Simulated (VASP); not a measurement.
## SiC: single point with r2SCAN

SiC, a slab with vacuum:

```
C Si
1.0
     3.07520    0.00000    0.00000
    -1.53760    2.66320    0.00000
     0.00000    0.00000   28.24743
C Si
6 6
Direct
  0.33333 0.66667 0.26551
  0.66667 0.33333 0.35487
  0.33333 0.66667 0.44422
  0.66667 0.33333 0.53358
  0.33333 0.66667 0.62294
  0.66667 0.33333 0.71229
  0.66667 0.33333 0.28771
  0.33333 0.66667 0.37706
  0.66667 0.33333 0.46642
  0.33333 0.66667 0.55578
  0.66667 0.33333 0.64513
  0.33333 0.66667 0.73449
```

* Program: VASP 6.6.1
* Task: single point
* Functional: r2SCAN
* Potentials or basis: VASP PAW PBE potentials, release 64 (C, Si)
* Cutoff: 520 eV
* k mesh: 13 × 13 × 1
* Occupations: gaussian, width 0.05 eV
* Spin: no spin polarisation
* Dipole correction: yes
* Further INCAR settings: ALGO = Normal; EDIFF = 1e-06; NBANDS = 36

- Largest force: 2.897 eV/Å
- Band gap on the k mesh: zero (bands 24 and 25 overlap by 0.32 eV)

Forces on the atoms (eV/Å):
```
C    0.000  0.000  2.538
C    0.000  0.000  0.758
C    0.000  0.000  0.367
C    0.000  0.000  0.300
C    0.000  0.000  0.267
C    0.000  0.000  0.664
Si   0.000  0.000 -2.897
Si   0.000  0.000 -0.542
Si   0.000  0.000 -0.362
Si   0.000  0.000 -0.306
Si   0.000  0.000 -0.441
Si   0.000  0.000 -0.345
```

Levels at points of the mesh, in eV from the Fermi level:
```tsv
k point	band 20	band 21	band 22	band 23	band 24	band 25	band 26	band 27	band 28	band 29
(0.00, 0.00, 0.00)	-1.04	-1.04	-0.36	0.02	0.10	0.10	4.34	4.70	4.91	5.52
```

Run time: 53 min on 1 thread of Oxide Virtual Turin-like Processor, on a shared host, peak memory 0.42 GiB.

Caveat: the PAW data sets were made with another functional, which shifts forces and pressure a little.
